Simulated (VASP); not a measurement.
# CdS (P6_3mc) in VASP: relaxation of shape and atoms at fixed volume with r2SCAN

Aim: the relaxation of shape and atoms at fixed volume of CdS with r2SCAN.

All numbers are computed with VASP 6.6.1; they aren't measurements. Logs are shortened: lines on timing, memory, paths and dates and some standing lists are left out, and cuts for length are marked.

### 1 The cell of the first run

The structure is hexagonal, space group P6_3mc (No. 186). The conventional cell has a = 4.246 Å, b = 4.246 Å, c = 6.899 Å, α = 90.00°, β = 90.00°, γ = 120.00°. Within 3.4 Å of Cd (site symmetry 3m) lie 4 S at 2.59 to 2.60 Å. Within 3.4 Å of S (site symmetry 3m) lie 4 Cd at 2.59 to 2.60 Å.

### 2 Relaxation of shape and atoms at fixed volume, r2SCAN (26.92 Å³/atom)

POSCAR reads:

```
CdS
1.0
    4.2455001630      0.0000000000      0.0000000000
   -2.1227500815      3.6767109929      0.0000000000
    0.0000000000      0.0000000000      6.8987851503
Cd S
2 2
Direct
    0.3333333333      0.6666666667     -0.0009655226
    0.6666666667      0.3333333333      0.4990344774
    0.3333333333      0.6666666667      0.3759655226
    0.6666666667      0.3333333333      0.8759655226
```

INCAR.step1 reads:

```
SYSTEM = CdS
PREC     = Accurate       ! precision mode
ENCUT    = 600            ! plane-wave cutoff, eV
ISMEAR   = 0              ! smearing method
SIGMA    = 0.02           ! smearing width, eV
LREAL    = .False.        ! projectors in reciprocal space
LASPH    = .True.         ! aspherical terms in the spheres
NELM     = 60             ! most SCF steps
GGA      = PE             ! functional
ALGO     = Normal         ! electronic algorithm
EDIFF    = 1E-4           ! SCF threshold, eV
LWAVE    = .True.         ! write WAVECAR
LCHARG   = .False.        ! write CHGCAR
```

INCAR.step2 reads:

```
SYSTEM = CdS
PREC     = Accurate       ! precision mode
ENCUT    = 600            ! plane-wave cutoff, eV
EDIFF    = 1E-6           ! SCF threshold, eV
ISMEAR   = 0              ! smearing method
SIGMA    = 0.02           ! smearing width, eV
LREAL    = .False.        ! projectors in reciprocal space
LASPH    = .True.         ! aspherical terms in the spheres
NELM     = 60             ! most SCF steps
ALGO     = Normal         ! electronic algorithm
ISIF     = 4              ! what is computed and relaxed
LWAVE    = .False.        ! write WAVECAR
LCHARG   = .False.        ! write CHGCAR
METAGGA  = R2SCAN         ! meta-GGA
LMIXTAU  = .True.       
IBRION   = 2              ! ionic algorithm
NSW      = 50             ! ionic steps
EDIFFG   = -0.01          ! ionic threshold
ISTART   = 1
```

KPOINTS reads:

```
regular mesh
0
Gamma
  9 9 4
  0 0 0
```

Potentials or basis: VASP PAW PBE potentials, release 64 (Cd, S).

Started as:

```sh
> cat potpaw_PBE.64/Cd/POTCAR potpaw_PBE.64/S/POTCAR > POTCAR
> cp INCAR.step1 INCAR
> mpirun -np 1 vasp_std > vasp.out
> cp INCAR.step2 INCAR
> mpirun -np 1 vasp_std > vasp.out
```

OUTCAR:

```text
SYSTEM = CdS
   PREC = Accurate
   ENCUT = 600
   EDIFF = 1E-6
   ISMEAR = 0
   LREAL = .False.
   LASPH = .True.
   NELM = 60
   ISIF = 4
   METAGGA = R2SCAN
   IBRION = 2
   NSW = 50
   EDIFFG = -0.01
   ISTART = 1

 ion  position               nearest neighbor table
   1  0.333  0.667  0.999-   4 2.59   4 2.59   4 2.59   3 2.60
   2  0.667  0.333  0.499-   3 2.59   3 2.59   3 2.59   4 2.60
   3  0.333  0.667  0.376-   2 2.59   2 2.59   2 2.59   1 2.60
   4  0.667  0.333  0.876-   1 2.59   1 2.59   1 2.59   2 2.60

  LATTYP: Found a hexagonal cell.
 ALAT       =     4.2455001630
 C/A-ratio  =     1.6249640526

  Lattice vectors:

 A1 = (   4.2455001630,   0.0000000000,   0.0000000000)
 A2 = (  -2.1227500815,   3.6767109929,   0.0000000000)
 A3 = (   0.0000000000,   0.0000000000,   6.8987851503)

Analysis of symmetry for initial positions (statically):
=====================================================================
 Subroutine PRICEL returns:
 Original cell was already a primitive cell.

 Routine SETGRP: Setting up the symmetry group for a
 hexagonal supercell.

 Subroutine GETGRP returns: Found 12 space group operations
 (whereof  6 operations were pure point group operations)
 out of a pool of 24 trial point group operations.

The static configuration has the point symmetry C_3v.
 The point group associated with its full space group is C_6v.

Analysis of symmetry for dynamics (positions and initial velocities):
=====================================================================
 Subroutine PRICEL returns:
 Original cell was already a primitive cell.

 Routine SETGRP: Setting up the symmetry group for a
 hexagonal supercell.

 Subroutine GETGRP returns: Found 12 space group operations
 (whereof  6 operations were pure point group operations)
 out of a pool of 24 trial point group operations.

The dynamic configuration has the point symmetry C_3v.
 The point group associated with its full space group is C_6v.

 Subroutine INISYM returns: Found 12 space group operations
 (whereof  6 operations are pure point group operations),
 and found     1 'primitive' translations

----------------------------------------------------------------------------------------

                                     Primitive cell

  volume of cell :     107.6864

  direct lattice vectors                    reciprocal lattice vectors
     4.245500163  0.000000000  0.000000000     0.235543508  0.135991108  0.000000000
    -2.122750081  3.676710993  0.000000000     0.000000000  0.271982215  0.000000000
     0.000000000  0.000000000  6.898785150     0.000000000  0.000000000  0.144953057

  length of vectors
     4.245500163  4.245500163  6.898785150     0.271982215  0.271982215  0.144953057

  position of ions in fractional coordinates (direct lattice)
     0.333333333  0.666666667  0.999034477
     0.666666667  0.333333333  0.499034477
     0.333333333  0.666666667  0.375965523
     0.666666667  0.333333333  0.875965523

  ion indices of the primitive-cell ions
   primitive index   ion index
                 1           1
                 2           2
                 3           3
                 4           4

----------------------------------------------------------------------------------------

 KPOINTS: regular mesh

Automatic generation of k-mesh.
 Grid dimensions read from file:
 generate k-points for:    9    9    4

 Generating k-lattice:

  Cartesian coordinates                     Fractional coordinates (reciprocal lattice)
     0.026171501  0.015110123  0.000000000     0.111111111  0.000000000  0.000000000
     0.000000000  0.030220246  0.000000000     0.000000000  0.111111111  0.000000000
     0.000000000  0.000000000  0.036238264     0.000000000  0.000000000  0.250000000

  Length of vectors
     0.030220246  0.030220246  0.036238264

  Shift w.r.t. Gamma in fractional coordinates (k-lattice)
     0.000000000  0.000000000  0.000000000

 Subroutine IBZKPT returns following result:
 ===========================================

 Found     36 irreducible k-points:

 Following reciprocal coordinates:
            Coordinates               Weight
  0.000000  0.000000  0.000000      1.000000
  0.111111  0.000000  0.000000      6.000000
  0.222222  0.000000  0.000000      6.000000
  0.333333  0.000000  0.000000      6.000000
  0.444444  0.000000  0.000000      6.000000
  0.111111  0.111111  0.000000      6.000000
[... 16 lines left out ...]
  0.333333  0.222222  0.250000     24.000000
  0.333333  0.333333  0.250000      4.000000
 [... further k-points ...]
   k-points           NKPTS =     36   k-points in BZ     NKDIM =     36   number of bands    NBANDS=     22
   number of dos      NEDOS =    301   number of ions     NIONS =      4
   total plane-waves  NPLWV =  72576
   dimension x,y,z NGX =    36 NGY =   36 NGZ =   56
   dimension x,y,z NGXF=    72 NGYF=   72 NGZF=  112
   ions per type =               2   2
   NGX,Y,Z   is equivalent  to a cutoff of  14.10, 14.10, 13.49 a.u.
   NGXF,Y,Z  is equivalent  to a cutoff of  28.19, 28.19, 26.99 a.u.
 SYSTEM =  CdS
   PREC   = accura    normal or accurate (medium, high low for compatibility)
   ISTART =      1    job   : 0-new  1-cont  2-samecut
   ICHARG =      0    charge: 1-file 2-atom 10-const
   ISPIN  =      1    spin polarized calculation?
   LNONCOLLINEAR =      F non collinear calculations
   LSORBIT =      F    spin-orbit coupling
   LASPH  =      T    aspherical Exc in radial PAW
   ENCUT  =  600.0 eV  44.10 Ry    6.64 a.u.   8.48  8.48 13.78*2*pi/ulx,y,z
   NELM   =     60;   NELMIN=  2; NELMDL=  0     # of ELM steps
   EDIFF  = 0.1E-05   stopping-criterion for ELM
   LREAL  =      F    real-space projection
   EDIFFG = -.1E-01   stopping-criterion for IOM
   NSW    =     50    number of steps for IOM
   IBRION =      2    ionic relax: 0-MD 1-quasi-New 2-CG
   NFREE  =      1    steps in history (QN), initial steepest desc. (CG)
   ISIF   =      4    stress and relaxation
   ISYM   =      2    0-nonsym 1-usesym 2-fastsym
   POTIM  = 0.5000    time-step for ionic-motion
   TEBEG  =    0.0;   TEEND  =   0.0 temperature during run
   PSTRESS=    0.0 pullay stress
   NELECT =      36.0000    total number of electrons
   NUPDOWN=      -1.0000    fix difference up-down
   EMIN   =  10.00;   EMAX   =-10.00  energy-range for DOS
   EFERMI =   0.00;   METHOD = LEGACY
   ISMEAR =     0;   SIGMA  =   0.02  broadening in eV -4-tet -1-fermi 0-gaus
   EFERMI_NEDOS =   21; number of points for ismear=-14 and -15
   IALGO  =     38    algorithm
   IMIX   =      4    mixing-type and parameters
     AMIX     =   0.40;   BMIX     =  1.00
     AMIX_MAG =   1.60;   BMIX_MAG =  1.00
  volume/ion in A,a.u.               =      26.92       181.68
  Fermi-wavevector in a.u.,A,eV,Ry     =   1.136201  2.147109 17.564492  1.290954
  Thomas-Fermi vector in A             =   2.272906
   LORBIT       =      0    0 simple, 1 ext, 2 COOP (PROOUT), +10 PAW based schemes
   METAGGA = R2SCAN    functional components
   LHFCALC =     F    Hartree Fock is set to
   AEXX    =    0.0000 exact exchange contribution
   IVDW    =     0    specifies the selected vdW correction
   LEPSILON=     F    determine dielectric tensor
   LRPA    =     F    only Hartree local field effects (RPA)
 conjugate gradient relaxation of ions
 non-spin polarized calculation
 Gauss-broadening in eV      SIGMA  =   0.02
  energy-cutoff  :      600.00
  volume of cell :      107.69
 maximum number of plane-waves:      3652
 NGX is ok and might be reduce to    36
   NGX = 17   NGY = 17   NGZ = 27

 number of electron      36.0000007 magnetization

 Free energy of the ion-electron system (eV)
  ---------------------------------------------------
  ext. energy  EPLUGINS =         0.00000000
  ---------------------------------------------------
  free energy    TOTEN  =       -59.33206331 eV

  energy without entropy =      -59.33206331  energy(sigma->0) =      -59.33206331

 E-fermi :   0.4660     XC(G=0):  -9.3278

 val. band max:        0.3803387429   @ k =   0.0000   0.0000   0.0000
 cond. band min:       1.8598233270   @ k =   0.0000   0.0000   0.0000
 fundamental gap:      1.4794845841
 Fermi energy:         0.4659840031

 k-point     1 :       0.0000    0.0000    0.0000
  band No.  band energies     occupation
      1     -12.0136      2.00000
      2     -11.6514      2.00000
      3      -7.3116      2.00000
      4      -7.3073      2.00000
      5      -7.3073      2.00000
      6      -7.2340      2.00000
[... 14 lines left out ...]
     21       7.3650      0.00000
     22       7.3650      0.00000

 k-point     2 :       0.1111    0.0000    0.0000
  band No.  band energies     occupation
      1     -11.9767      2.00000
      2     -11.6351      2.00000
      3      -7.3003      2.00000
      4      -7.2919      2.00000
      5      -7.2733      2.00000
      6      -7.2155      2.00000
[... 14 lines left out ...]
     21       6.9113      0.00000
     22       7.5481      0.00000

 k-point     3 :       0.2222    0.0000    0.0000
  band No.  band energies     occupation
      1     -11.8800      2.00000
      2     -11.5962      2.00000
      3      -7.2675      2.00000
      4      -7.2567      2.00000
      5      -7.1857      2.00000
      6      -7.1595      2.00000
[... 14 lines left out ...]
     21       6.3299      0.00000
     22       7.3153      0.00000

 k-point     4 :       0.3333    0.0000    0.0000
  band No.  band energies     occupation
      1     -11.7619      2.00000
      2     -11.5598      2.00000
      3      -7.2376      2.00000
      4      -7.2252      2.00000
      5      -7.1106      2.00000
      6      -7.0997      2.00000
[... 14 lines left out ...]
     21       6.0763      0.00000
     22       6.9149      0.00000

 k-point     5 :       0.4444    0.0000    0.0000
  band No.  band energies     occupation
      1     -11.6740      2.00000
      2     -11.5468      2.00000
      3      -7.2234      2.00000
      4      -7.2105      2.00000
      5      -7.0626      2.00000
      6      -7.0578      2.00000
[... 417 lines left out ...]
 k-point    22 :       0.2222    0.2222    0.2500
  band No.  band energies     occupation
      1     -11.6790      2.00000
      2     -11.5685      2.00000
      3      -7.2113      2.00000
      4      -7.1925      2.00000
      5      -7.1200      2.00000
      6      -7.1008      2.00000
[... 14 lines left out ...]
     21       6.2591      0.00000
     22       6.5321      0.00000

 k-point    23 :       0.3333    0.2222    0.2500
  band No.  band energies     occupation
      1     -11.6131      2.00000
      2     -11.5578      2.00000
      3      -7.2075      2.00000
      4      -7.1655      2.00000
      5      -7.1087      2.00000
      6      -7.0757      2.00000
[... 14 lines left out ...]
     21       6.1431      0.00000
     22       6.7280      0.00000

 k-point    24 :       0.3333    0.3333    0.2500
  band No.  band energies     occupation
      1     -11.5725      2.00000
      2     -11.5725      2.00000
      3      -7.2103      2.00000
      4      -7.1266      2.00000
      5      -7.1266      2.00000
      6      -7.0689      2.00000
[... 14 lines left out ...]
     21       5.8555      0.00000
     22       7.4829      0.00000

 [... further k-points ...]

------------------------ aborting loop because EDIFF is reached ----------------------------------------

  FORCE on cell =-STRESS in cart. coord.  units (eV):
  Direction    XX          YY          ZZ          XY          YZ          ZX
  --------------------------------------------------------------------------------------
  -------------------------------------------------------------------------------------
  Total       -1.9393231     -1.9393231     -1.9328275      0.0000000      0.0000000      0.0000000
  in kB      -28.8535851    -28.8535851    -28.7569422      0.0000000      0.0000000      0.0000000
  external PRESSURE =     -28.8213708 kB  Pullay stress =       0.0000000 kB

 VOLUME and BASIS-vectors are now :
 -----------------------------------------------------------------------------
  energy-cutoff  :      600.00
  volume of cell :      107.69
      direct lattice vectors                 reciprocal lattice vectors
     4.245500163  0.000000000  0.000000000     0.235543508  0.135991108  0.000000000
    -2.122750081  3.676710993  0.000000000     0.000000000  0.271982215  0.000000000
     0.000000000  0.000000000  6.898785150     0.000000000  0.000000000  0.144953057

 POSITION                                       TOTAL-FORCE (eV/Angst)
 -----------------------------------------------------------------------------------
     -0.00000      2.45114      6.89212        -0.000000     -0.000000     -0.001939
      2.12275      1.22557      3.44273         0.000000      0.000000     -0.001939
     -0.00000      2.45114      2.59371        -0.000000      0.000000      0.001939
      2.12275      1.22557      6.04310         0.000000      0.000000      0.001939
 -----------------------------------------------------------------------------------
    total drift:                               -0.000000      0.000000     -0.003588

  FREE ENERGIE OF THE ION-ELECTRON SYSTEM (eV)
  ---------------------------------------------------
  free  energy   TOTEN  =       -59.3320633113 eV

  energy  without entropy=      -59.3320633113  energy(sigma->0) =      -59.33206331

 reached required accuracy - stopping structural energy minimisation
```

Run time: 6 min. Hardware: 1 thread of Intel Xeon 8259CL, shared host; peak memory 0.34 GiB.

Results:

```
Free energy             : -59.3321 eV
Pressure after relaxing : -2.9 GPa
Band gap on the k mesh  : 1.48 eV
```

Final structure:
```yaml
crystal:
  lattice:
    - [4.24550, 0.00000, 0.00000]
    - [-2.12275, 3.67671, 0.00000]
    - [0.00000, 0.00000, 6.89879]
  atoms:
    - { symbol: Cd, position: [0.33333, 0.66667, 0.99903] }
    - { symbol: Cd, position: [0.66667, 0.33333, 0.49903] }
    - { symbol: S, position: [0.33333, 0.66667, 0.37597] }
    - { symbol: S, position: [0.66667, 0.33333, 0.87597] }
```

Levels at points of the mesh, in eV from the valence-band top:
```csv
k point,band 16,band 17,band 18,band 19,band 20,band 21
"(0.00, 0.00, 0.00)",-0.03,0.00,0.00,1.48,3.13,6.98
"(0.00, 0.00, 0.50)",-0.34,-0.34,-0.34,3.12,3.12,6.54
```

Caveat: the PAW data sets were made with another functional, which shifts forces and pressure a little.
